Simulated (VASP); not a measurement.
# Sr3Al2Tl2 (Immm) in VASP: notebook

Sr3Al2Tl2 is run at these levels: PBE; tasks: single point.

Program: VASP 6.6.1. These are calculated values, not measurements. Logs are shortened: lines on timing, memory, paths and dates and some standing lists are left out, and cuts for length are marked.

## (1) The cell of the first run

The structure is orthorhombic, space group Immm (No. 71). Conventional cell: a = 4.518 Å, b = 5.003 Å, c = 20.032 Å, α = 90.00°, β = 90.00°, γ = 90.00°. Tl (site symmetry mm2) has 2 Al at 2.73 Å and 5 Sr at 3.47 to 3.51 Å within 3.6 Å. Within 3.7 Å of Al (site symmetry mm2) lie 1 Al at 2.60 Å and 2 Tl at 2.73 Å and 6 Sr at 3.45 to 3.61 Å. Sr (site symmetry mmm) has 8 Al at 3.61 Å and 4 Tl at 3.78 Å and 6 Sr at 4.31 to 4.52 Å within 4.7 Å. Sr (site symmetry mm2) has 2 Al at 3.45 Å and 5 Tl at 3.47 to 3.51 Å and 8 Sr at 4.30 to 4.52 Å within 4.6 Å.

## (2) Single point, PBE

The input, INCAR:

```
SYSTEM = Sr3Al2Tl2
  ALGO = Normal
  EDIFF = 1E-6
  ENCUT = 520
  GGA = PE
  ISIF = 2
  ISMEAR = 0
  LASPH = .True.
  LCHARG = .False.
  LREAL = .False.
  LWAVE = .False.
  NBANDS = 40
  NELM = 100
  PREC = Accurate
  SIGMA = 0.0722
```

The input, KPOINTS:

```
k-points
0
Gamma
  4 4 4
  0 0 0
```

The input, POSCAR:

```
Sr3Al2Tl2
1.0
    0.0000000000      0.0000000000      5.0031730000
    4.5184400000      0.0000000000      0.0000000000
    2.2592200000     10.0159610000     -2.5015870000
Tl Al Sr
2 2 3
Direct
    0.3584000000      0.6416000000      0.7168000000
    0.6416000000      0.3584000000      0.2832000000
    0.4351000000      0.0649000000      0.8702000000
    0.5649000000      0.9351000000      0.1298000000
    0.0000000000      0.5000000000      0.0000000000
    0.1832000000      0.8168000000      0.3664000000
    0.8168000000      0.1832000000      0.6336000000
```

Potentials or basis: VASP PAW PBE potentials, release 64 (Tl_d, Al, Sr_sv).

The run is started by

```sh
$ cat potpaw_PBE.64/Tl_d/POTCAR potpaw_PBE.64/Al/POTCAR potpaw_PBE.64/Sr_sv/POTCAR > POTCAR
$ mpirun -np 1 vasp_std > vasp.out
```

OUTCAR:

```text
SYSTEM = Sr3Al2Tl2
   EDIFF = 1E-6
   ENCUT = 520
   GGA = PE
   ISIF = 2
   ISMEAR = 0
   LASPH = .True.
   LREAL = .False.
   NELM = 100
   PREC = Accurate

 ion  position               nearest neighbor table
   1  0.358  0.642  0.717-   3 2.73   3 2.73   7 3.47   7 3.47   7 3.47   7 3.47   6 3.51   5 3.78
                             5 3.78
   2  0.642  0.358  0.283-   4 2.73   4 2.73   6 3.47   6 3.47   6 3.47   6 3.47   7 3.51   5 3.78
                             5 3.78
   3  0.435  0.065  0.870-   4 2.60   1 2.73   1 2.73   7 3.45   7 3.45   5 3.61   5 3.61   5 3.61
                             5 3.61
   4  0.565  0.935  0.130-   3 2.60   2 2.73   2 2.73   6 3.45   6 3.45   5 3.61   5 3.61   5 3.61
                             5 3.61
   5  0.000  0.500  0.000-   4 3.61   4 3.61   3 3.61   3 3.61   4 3.61   4 3.61   3 3.61   3 3.61
                             1 3.78   2 3.78   1 3.78   2 3.78   6 4.31   6 4.31   7 4.31   7 4.31
   6  0.183  0.817  0.366-   4 3.45   4 3.45   2 3.47   2 3.47   2 3.47   2 3.47   1 3.51   7 4.30
                             7 4.30   7 4.30   7 4.30   5 4.31   5 4.31
   7  0.817  0.183  0.634-   3 3.45   3 3.45   1 3.47   1 3.47   1 3.47   1 3.47   2 3.51   6 4.30
                             6 4.30   6 4.30   6 4.30   5 4.31   5 4.31

  LATTYP: Found a body centered orthorhombic cell.
 ALAT       =     4.5184400000
 B/A-ratio  =     1.1072788396
 C/A-ratio  =     4.4333712520

  Lattice vectors:

 A1 = (  -2.2592200000, -10.0159610000,   2.5015870000)
 A2 = (   2.2592200000, -10.0159610000,  -2.5015860000)
 A3 = (   2.2592200000,  10.0159610000,   2.5015860000)

Analysis of symmetry for initial positions (statically):
=====================================================================
 Subroutine PRICEL returns:
 Original cell was already a primitive cell.

 Routine SETGRP: Setting up the symmetry group for a
 body centered orthorhombic supercell.

 Subroutine GETGRP returns: Found  8 space group operations
 (whereof  8 operations were pure point group operations)
 out of a pool of  8 trial point group operations.

The static configuration has the point symmetry D_2h.

Analysis of symmetry for dynamics (positions and initial velocities):
=====================================================================
 Subroutine PRICEL returns:
 Original cell was already a primitive cell.

 Routine SETGRP: Setting up the symmetry group for a
 body centered orthorhombic supercell.

 Subroutine GETGRP returns: Found  8 space group operations
 (whereof  8 operations were pure point group operations)
 out of a pool of  8 trial point group operations.

The dynamic configuration has the point symmetry D_2h.

 Subroutine INISYM returns: Found  8 space group operations
 (whereof  8 operations are pure point group operations),
 and found     1 'primitive' translations

----------------------------------------------------------------------------------------

                                     Primitive cell

  volume of cell :     226.4262

  direct lattice vectors                    reciprocal lattice vectors
     0.000000000  0.000000000  5.003173000     0.000000000  0.049920332  0.199873160
     4.518440000  0.000000000  0.000000000     0.221315321 -0.049920322  0.000000000
     2.259220000 10.015961000 -2.501587000     0.000000000  0.099840644  0.000000000

  length of vectors
     5.003173000  4.518440000 10.567946219     0.206012912  0.226875539  0.099840644

  position of ions in fractional coordinates (direct lattice)
     0.358400000  0.641600000  0.716800000
     0.641600000  0.358400000  0.283200000
     0.435100000  0.064900000  0.870200000
     0.564900000  0.935100000  0.129800000
     0.000000000  0.500000000  0.000000000
     0.183200000  0.816800000  0.366400000
     0.816800000  0.183200000  0.633600000

  ion indices of the primitive-cell ions
   primitive index   ion index
                 1           1
                 2           2
                 3           3
                 4           4
                 5           5
                 6           6
                 7           7

----------------------------------------------------------------------------------------

 KPOINTS: k-points

Automatic generation of k-mesh.
 Grid dimensions read from file:
 generate k-points for:    4    4    4

 Generating k-lattice:

  Cartesian coordinates                     Fractional coordinates (reciprocal lattice)
     0.000000000  0.012480083  0.049968290     0.250000000  0.000000000  0.000000000
     0.055328830 -0.012480081  0.000000000     0.000000000  0.250000000  0.000000000
     0.000000000  0.024960161  0.000000000     0.000000000  0.000000000  0.250000000

  Length of vectors
     0.051503228  0.056718885  0.024960161

  Shift w.r.t. Gamma in fractional coordinates (k-lattice)
     0.000000000  0.000000000  0.000000000

 Subroutine IBZKPT returns following result:
 ===========================================

 Found     18 irreducible k-points:

 Following reciprocal coordinates:
            Coordinates               Weight
  0.000000  0.000000  0.000000      1.000000
  0.250000  0.000000  0.000000      4.000000
  0.500000  0.000000  0.000000      2.000000
  0.000000  0.250000 -0.000000      4.000000
  0.250000  0.250000 -0.000000      4.000000
  0.500000  0.250000 -0.000000      8.000000
[... 10 lines left out ...]
  0.250000 -0.250000  0.250000      4.000000
  0.000000  0.000000  0.500000      1.000000
   k-points           NKPTS =     18   k-points in BZ     NKDIM =     18   number of bands    NBANDS=     40
   number of dos      NEDOS =    301   number of ions     NIONS =      7
   total plane-waves  NPLWV = 115200
   dimension x,y,z NGX =    40 NGY =   36 NGZ =   80
   dimension x,y,z NGXF=    80 NGYF=   72 NGZF=  160
   ions per type =               2   2   3
   NGX,Y,Z   is equivalent  to a cutoff of  13.29, 13.25, 12.58 a.u.
   NGXF,Y,Z  is equivalent  to a cutoff of  26.58, 26.49, 25.17 a.u.
 SYSTEM =  Sr3Al2Tl2
   PREC   = accura    normal or accurate (medium, high low for compatibility)
   ISTART =      0    job   : 0-new  1-cont  2-samecut
   ICHARG =      2    charge: 1-file 2-atom 10-const
   ISPIN  =      1    spin polarized calculation?
   LNONCOLLINEAR =      F non collinear calculations
   LSORBIT =      F    spin-orbit coupling
   LASPH  =      T    aspherical Exc in radial PAW
   ENCUT  =  520.0 eV  38.22 Ry    6.18 a.u.   9.30  8.40 19.65*2*pi/ulx,y,z
   NELM   =    100;   NELMIN=  2; NELMDL= -5     # of ELM steps
   EDIFF  = 0.1E-05   stopping-criterion for ELM
   LREAL  =      F    real-space projection
   EDIFFG = 0.1E-04   stopping-criterion for IOM
   NSW    =      0    number of steps for IOM
   IBRION =     -1    ionic relax: 0-MD 1-quasi-New 2-CG
   NFREE  =      0    steps in history (QN), initial steepest desc. (CG)
   ISIF   =      2    stress and relaxation
   ISYM   =      2    0-nonsym 1-usesym 2-fastsym
   POTIM  = 0.5000    time-step for ionic-motion
   TEBEG  =    0.0;   TEEND  =   0.0 temperature during run
   PSTRESS=    0.0 pullay stress
   NELECT =      62.0000    total number of electrons
   NUPDOWN=      -1.0000    fix difference up-down
   EMIN   =  10.00;   EMAX   =-10.00  energy-range for DOS
   EFERMI =   0.00;   METHOD = LEGACY
   ISMEAR =     0;   SIGMA  =   0.07  broadening in eV -4-tet -1-fermi 0-gaus
   EFERMI_NEDOS =   21; number of points for ismear=-14 and -15
   IALGO  =     38    algorithm
   IMIX   =      4    mixing-type and parameters
     AMIX     =   0.40;   BMIX     =  1.00
     AMIX_MAG =   1.60;   BMIX_MAG =  1.00
  volume/ion in A,a.u.               =      32.35       218.29
  Fermi-wavevector in a.u.,A,eV,Ry     =   1.063073  2.008917 15.376279  1.130125
  Thomas-Fermi vector in A             =   2.198546
   LORBIT       =      0    0 simple, 1 ext, 2 COOP (PROOUT), +10 PAW based schemes
   GGA     = PE    functional components
   LHFCALC =     F    Hartree Fock is set to
   AEXX    =    0.0000 exact exchange contribution
   IVDW    =     0    specifies the selected vdW correction
   LEPSILON=     F    determine dielectric tensor
   LRPA    =     F    only Hartree local field effects (RPA)
 non-spin polarized calculation
 Gauss-broadening in eV      SIGMA  =   0.07
  energy-cutoff  :      520.00
  volume of cell :      226.43
 maximum number of plane-waves:      6145
 NGX is ok and might be reduce to    40
   NGX = 19   NGY = 17   NGZ = 39

 number of electron      61.9999998 magnetization

 Free energy of the ion-electron system (eV)
  ---------------------------------------------------
  ext. energy  EPLUGINS =         0.00000000
  ---------------------------------------------------
  free energy    TOTEN  =       -18.69238211 eV

  energy without entropy =      -18.68558689  energy(sigma->0) =      -18.68898450

 E-fermi :   3.7518     XC(G=0):  -8.8078

 val. band max:        3.7480055184   @ k =   0.2500   0.0000   0.2500
 cond. band min:       3.8329552550   @ k =   0.2500  -0.2500   0.2500
 fundamental gap:      0.0849497365
 Fermi energy:         3.7518092852

 k-point     1 :       0.0000    0.0000    0.0000
  band No.  band energies     occupation
      1     -32.1207      2.00000
      2     -32.1119      2.00000
      3     -31.8719      2.00000
      4     -14.1735      2.00000
      5     -14.1673      2.00000
      6     -14.1401      2.00000
[... 32 lines left out ...]
     39       6.8205      0.00000
     40       7.1082      0.00000

 k-point     2 :       0.2500    0.0000    0.0000
  band No.  band energies     occupation
      1     -32.1191      2.00000
      2     -32.1129      2.00000
      3     -31.8716      2.00000
      4     -14.1932      2.00000
      5     -14.1802      2.00000
      6     -14.1353      2.00000
[... 32 lines left out ...]
     39       6.9319      0.00000
     40       6.9546      0.00000

 k-point     3 :       0.5000    0.0000    0.0000
  band No.  band energies     occupation
      1     -32.1157      2.00000
      2     -32.1157      2.00000
      3     -31.8714      2.00000
      4     -14.2051      2.00000
      5     -14.2021      2.00000
      6     -14.1225      2.00000
[... 32 lines left out ...]
     39       6.7742      0.00000
     40       7.1779      0.00000

 k-point     4 :       0.0000    0.2500   -0.0000
  band No.  band energies     occupation
      1     -32.1183      2.00000
      2     -32.1120      2.00000
      3     -31.8708      2.00000
      4     -14.1877      2.00000
      5     -14.1794      2.00000
      6     -14.1588      2.00000
[... 32 lines left out ...]
     39       6.8347      0.00000
     40       7.5158      0.00000
[... 514 lines left out ...]
     39       6.8182      0.00000
     40       6.8259      0.00000

 k-point    17 :       0.2500   -0.2500    0.2500
  band No.  band energies     occupation
      1     -32.1171      2.00000
      2     -32.1127      2.00000
      3     -31.8706      2.00000
      4     -14.1847      2.00000
      5     -14.1804      2.00000
      6     -14.1692      2.00000
[... 32 lines left out ...]
     39       7.2785      0.00000
     40       7.4525      0.00000

 k-point    18 :       0.0000    0.0000    0.5000
  band No.  band energies     occupation
      1     -32.1207      2.00000
      2     -32.1120      2.00000
      3     -31.8719      2.00000
      4     -14.1826      2.00000
      5     -14.1675      2.00000
      6     -14.1407      2.00000
[... 32 lines left out ...]
     39       6.9766      0.00000
     40       7.2871      0.00000

------------------------ aborting loop because EDIFF is reached ----------------------------------------

  FORCE on cell =-STRESS in cart. coord.  units (eV):
  Direction    XX          YY          ZZ          XY          YZ          ZX
  --------------------------------------------------------------------------------------
  -------------------------------------------------------------------------------------
  Total        1.8058472      1.9137624      0.3949205      0.0000000     -0.0000001      0.0000000
  in kB       12.7780600     13.5416611      2.7944326      0.0000000     -0.0000007      0.0000000
  external PRESSURE =       9.7047179 kB  Pullay stress =       0.0000000 kB

 VOLUME and BASIS-vectors are now :
 -----------------------------------------------------------------------------
  energy-cutoff  :      520.00
  volume of cell :      226.43
      direct lattice vectors                 reciprocal lattice vectors
     0.000000000  0.000000000  5.003173000     0.000000000  0.049920332  0.199873160
     4.518440000  0.000000000  0.000000000     0.221315321 -0.049920322  0.000000000
     2.259220000 10.015961000 -2.501587000     0.000000000  0.099840644  0.000000000

 POSITION                                       TOTAL-FORCE (eV/Angst)
 -----------------------------------------------------------------------------------
      4.51844      7.17944     -0.00000        -0.000000     -0.173837      0.000000
      2.25922      2.83652      2.50159         0.000000      0.173837     -0.000000
      2.25922      8.71589     -0.00000         0.000000      0.575180     -0.000000
      4.51844      1.30007      2.50159         0.000000     -0.575180      0.000000
      2.25922      0.00000      0.00000         0.000000      0.000000      0.000000
      4.51844      3.66985     -0.00000         0.000000      0.063564     -0.000000
      2.25922      6.34611      2.50159        -0.000000     -0.063564      0.000000
 -----------------------------------------------------------------------------------
    total drift:                               -0.000000     -0.000000      0.000000

  FREE ENERGIE OF THE ION-ELECTRON SYSTEM (eV)
  ---------------------------------------------------
  free  energy   TOTEN  =       -18.6923821097 eV

  energy  without entropy=      -18.6855868945  energy(sigma->0) =      -18.68898450
```

Wall time 3.1 min (1 thread of Intel Xeon Platinum 8259CL at 2.50GHz (Skylake/Cascade Lake), shared host); peak memory 0.41 GiB.

What came out:

```
Free energy            : -18.6924 eV
Pressure               : 1.0 GPa
Largest force          : 0.575 eV/Å
Band gap on the k mesh : zero (bands 31 and 32 overlap by 0.84 eV)
```

Forces on the atoms (eV/Å):
```
Tl   0.000 -0.174  0.000
Tl   0.000  0.174  0.000
Al   0.000  0.575  0.000
Al   0.000 -0.575  0.000
Sr   0.000  0.000  0.000
Sr   0.000  0.064  0.000
Sr   0.000 -0.064  0.000
```

Levels at points of the mesh, in eV from the Fermi level:
```tsv
k point	band 28	band 29	band 30	band 31	band 32	band 33
(0.00, 0.00, 0.00)	-0.58	-0.25	-0.09	0.33	0.61	0.72
(0.50, 0.00, 0.00)	-1.87	-0.63	-0.47	0.11	0.14	1.02
(0.00, 0.50, 0.00)	-1.77	-0.45	-0.28	0.15	0.20	0.29
(0.50, 0.50, 0.00)	-1.37	-1.03	-0.96	-0.79	-0.51	-0.12
(0.00, 0.00, 0.50)	-0.36	-0.04	0.13	0.23	0.54	0.65
```

Caveat: spin-orbit coupling is left out, which moves the levels of the heavy elements.

## (3) Single point, PBE

The input, INCAR:

```
SYSTEM = Sr3Al2Tl2
  ALGO = Normal
  EDIFF = 1E-7
  ENCUT = 520
  GGA = PE
  ISIF = 2
  ISMEAR = -5
  LASPH = .True.
  LCHARG = .True.
  LELF = .True.
  LREAL = .False.
  LVHAR = .True.
  LWAVE = .False.
  NBANDS = 40
  NELM = 100
  PREC = Accurate
  SIGMA = 0.1
```

KPOINTS is that of step 2.

POSCAR is that of step 2.

Potentials or basis: VASP PAW PBE potentials, release 64 (Tl_d, Al, Sr_sv).

The run is started by

```sh
$ cat potpaw_PBE.64/Tl_d/POTCAR potpaw_PBE.64/Al/POTCAR potpaw_PBE.64/Sr_sv/POTCAR > POTCAR
$ mpirun -np 1 vasp_std > vasp.out
```

Wall time 3.3 min (1 thread of Intel Xeon Platinum 8259CL at 2.50GHz (Skylake/Cascade Lake), shared host); peak memory 0.43 GiB.

It converged, with:

```yaml
Free_energy: -18.6676 eV
Pressure: 1.0 GPa
Largest_force: 0.610 eV/Å
Band_gap_on_the_k_mesh: zero (bands 31 and 32 overlap by 0.84 eV)
```

Forces in eV/Å, atoms in the order of the input:
```
Tl   0.000 -0.196  0.000
Tl   0.000  0.196  0.000
Al   0.000  0.610  0.000
Al   0.000 -0.610  0.000
Sr   0.000  0.000  0.000
Sr   0.000  0.071  0.000
Sr   0.000 -0.071  0.000
```

Stress tensor (GPa, compression positive):
```
1.44 0.00 0.00
0.00 1.23 0.00
0.00 0.00 0.25
```

Levels at points of the mesh, in eV from the Fermi level:
| k point | band 26 | band 27 | band 28 | band 29 | band 30 | band 31 | band 32 | band 33 | band 34 | band 35 |
| --- | --- | --- | --- | --- | --- | --- | --- | --- | --- | --- |
| (0.00, 0.00, 0.00) | -1.95 | -0.85 | -0.57 | -0.24 | -0.07 | 0.35 | 0.61 | 0.75 | 1.19 | 2.14 |
| (0.50, 0.00, 0.00) | -3.05 | -2.17 | -1.84 | -0.61 | -0.45 | 0.13 | 0.16 | 1.05 | 2.08 | 2.10 |
| (0.00, 0.50, 0.00) | -4.31 | -2.05 | -1.74 | -0.42 | -0.27 | 0.18 | 0.22 | 0.31 | 1.33 | 1.70 |
| (0.50, 0.50, 0.00) | -3.79 | -1.52 | -1.35 | -1.02 | -0.95 | -0.77 | -0.50 | -0.11 | 0.87 | 0.95 |
| (0.00, 0.00, 0.50) | -2.49 | -0.49 | -0.34 | -0.01 | 0.15 | 0.25 | 0.56 | 0.66 | 0.94 | 1.75 |

Caveat: spin-orbit coupling is left out, which moves the levels of the heavy elements; tetrahedron occupations give inexact forces and stress in metals.

## (4) Single point, PBE

The input, INCAR:

```
PREC = Accurate ; ENCUT = 520
EDIFF = 1E-6 ; ISMEAR = 1
SIGMA = 0.15 ; LREAL = F
LASPH = T ; NELM = 60
ALGO = Normal ; ISIF = 2
LWAVE = F ; LCHARG = F
GGA = PE ; NBANDS = 40
```

The input, KPOINTS:

```
regular mesh
0
Gamma
  4 4 4
```

POSCAR is that of step 3.

The run is started by

```sh
$ cat potpaw_PBE.64/Tl_d/POTCAR potpaw_PBE.64/Al/POTCAR potpaw_PBE.64/Sr_sv/POTCAR > POTCAR
$ mpirun -np 1 vasp_std > vasp.out
```

It took 2.9 min on 1 thread of Intel Xeon Platinum 8259CL at 2.50GHz (Skylake/Cascade Lake), shared host; peak memory 0.42 GiB.

It converged, with:

```
Free energy            : -18.6860 eV
Pressure               : 1.0 GPa
Largest force          : 0.592 eV/Å
Band gap on the k mesh : zero (bands 31 and 32 overlap by 0.84 eV)
```

Forces in eV/Å, atoms in the order of the input:
```
Tl   0.000 -0.181  0.000
Tl   0.000  0.181  0.000
Al   0.000  0.592  0.000
Al   0.000 -0.592  0.000
Sr   0.000  0.000  0.000
Sr   0.000  0.065  0.000
Sr   0.000 -0.065  0.000
```

Stress tensor (GPa, compression positive):
```
1.23 0.00 0.00
0.00 1.36 0.00
0.00 0.00 0.30
```

Levels at points of the mesh, in eV from the Fermi level:
```
           k point  band 27  band 28  band 29  band 30  band 31  band 32  band 33  band 34
(0.00, 0.00, 0.00)    -0.88    -0.59    -0.26    -0.10     0.32     0.60     0.72     1.17
(0.50, 0.00, 0.00)    -2.20    -1.87    -0.64    -0.48     0.10     0.13     1.02     2.05
(0.00, 0.50, 0.00)    -2.09    -1.77    -0.45    -0.28     0.15     0.19     0.28     1.31
(0.50, 0.50, 0.00)    -1.56    -1.37    -1.03    -0.97    -0.79    -0.52    -0.13     0.83
(0.00, 0.00, 0.50)    -0.51    -0.36    -0.04     0.12     0.23     0.53     0.65     0.91
```

Caveat: spin-orbit coupling is left out, which moves the levels of the heavy elements.

## (5) Summary

```tsv
smearing	gap on the mesh (eV)	pressure (GPa)	largest force (eV/Å)
gaussian 0.0722 eV	none	1.0	0.58
tetrahedron	none	1.0	0.61
methfessel-paxton 0.15 eV	none	1.0	0.59
```

Alike in all rows: task single point; level PBE; potentials or basis VASP PAW PBE potentials, release 64 (Tl_d, Al, Sr_sv); no spin polarisation; cell as given; k mesh 4 × 4 × 4; cutoff (eV) 520.

Caveats: spin-orbit coupling is left out, which moves the levels of the heavy elements; tetrahedron occupations give inexact forces and stress in metals (at least some runs).

Absolute energies hang on the potentials; compare differences alone.

The gap in the log of VASP goes by the Fermi energy; the results here count the filled bands.